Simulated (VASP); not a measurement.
Write the native input for VASP 6.6.1 that does the following.

- Task: single point
- Functional: PBEsol-based global hybrid with 25 % exact exchange
- Potentials or basis: VASP PAW PBE potentials, release 64 (Pb_d, Se)
- Cutoff: 520 eV
- k mesh: 4 × 4 × 4
- Occupations: fermi-dirac, width 0.05 eV
- Spin: no spin polarisation
- Dipole correction: no
- Grid for exact exchange (PRECFOCK): Normal
- Share of exact exchange: 0.25
- Further INCAR settings: ALGO = Normal; EDIFF = 1e-06; NBANDS = 17

PbSe:

```
CELL_PARAMETERS angstrom
0.00000 3.04011 3.04011
3.04011 0.00000 3.04011
3.04011 3.04011 0.00000
ATOMIC_POSITIONS crystal
Pb 0.00000 0.00000 0.00000
Se 0.50000 0.50000 0.50000
```

The input as run:

POSCAR

```
PbSe
1.0
    0.0000000000      3.0401081059      3.0401081059
    3.0401081059      0.0000000000      3.0401081059
    3.0401081059      3.0401081059      0.0000000000
Pb Se
1 1
Direct
    0.0000000000      0.0000000000      0.0000000000
    0.5000000000      0.5000000000      0.5000000000
```

INCAR.step1

```
SYSTEM = PbSe
  PREC = Accurate
  ENCUT = 520
  EDIFF = 1E-5
  ISMEAR = -1
  SIGMA = 0.05
  LREAL = .False.
  LASPH = .True.
  NELM = 100
  ALGO = Normal
  ISIF = 2
  LWAVE = .True.
  LCHARG = .False.
  GGA = PE
  NBANDS = 17
```

INCAR.step2

```
SYSTEM = PbSe
  PREC = Accurate
  ENCUT = 520
  EDIFF = 1E-6
  ISMEAR = -1
  SIGMA = 0.05
  LREAL = .False.
  LASPH = .True.
  NELM = 100
  ALGO = Normal
  ISIF = 2
  LWAVE = .False.
  LCHARG = .False.
  GGA = PS
  LHFCALC = .True.
  AEXX = 0.25
  PRECFOCK = Normal
  ISTART = 1
  NBANDS = 17
```

KPOINTS

```
Automatic mesh
0
Gamma
  4 4 4
  0 0 0
```

Potentials or basis: VASP PAW PBE potentials, release 64 (Pb_d, Se).

Launch:

```sh
$ cat potpaw_PBE.64/Pb_d/POTCAR potpaw_PBE.64/Se/POTCAR > POTCAR
$ cp INCAR.step1 INCAR
$ mpirun -np 1 vasp_std > vasp.out
$ cp INCAR.step2 INCAR
$ mpirun -np 1 vasp_std > vasp.out
```

Results of the run:

```yaml
Pressure: 0.2 GPa
Band_gap_on_the_k_mesh: 1.21 eV
```

Caveat: the k points lie up to 0.45 Å⁻¹ apart; the PAW data sets were made with another functional, which shifts forces and pressure a little; spin-orbit coupling is left out, which moves the levels of the heavy elements.

Wall time 8.8 min on 1 thread of AMD EPYC 7R13 Processor (Zen 3), with other jobs on the host, peak memory 0.16 GiB.
